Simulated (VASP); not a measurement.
A run of VASP 6.6.1:

The input INCAR:

```
ALGO = Fast
EDIFF = 1E-7
ENCUT = 520
GGA = PS
ISIF = 2
ISMEAR = 1
LASPH = True
LCHARG = False
LREAL = False
LWAVE = False
NBANDS = 22
NELM = 80
PREC = Accurate
SIGMA = 0.1
```

File KPOINTS:

```
k-points
0
Gamma
  18 18 8
```

The input POSCAR:

```
Pt
1.0
    2.7421699650      0.0000000000      0.0000000000
   -1.3710849825      2.3747888512      0.0000000000
    0.0000000000      0.0000000000      6.8483234083
Pt
3
Direct
    0.0000000000      0.0000000000      0.0000000000
    0.3333333333      0.6666666667      0.3333333333
    0.6666666667      0.3333333333      0.6666666667
```

Potentials or basis: VASP PAW PBE potentials, release 64 (Pt).

Command:

```sh
$ cat potpaw_PBE.64/Pt/POTCAR > POTCAR
$ mpirun -np 1 vasp_std > vasp.out
```

Hardware: 1 thread of AMD EPYC 7R43 64-Core Processor (Zen 3), with other jobs on the host.

**Question.** Estimate the wall time of this run.

**Answer.** It took 4.4 min on 1 thread of AMD EPYC 7R43 64-Core Processor (Zen 3), on a shared host, peak memory 0.27 GiB. Counts: scf iterations 20, k points 266.
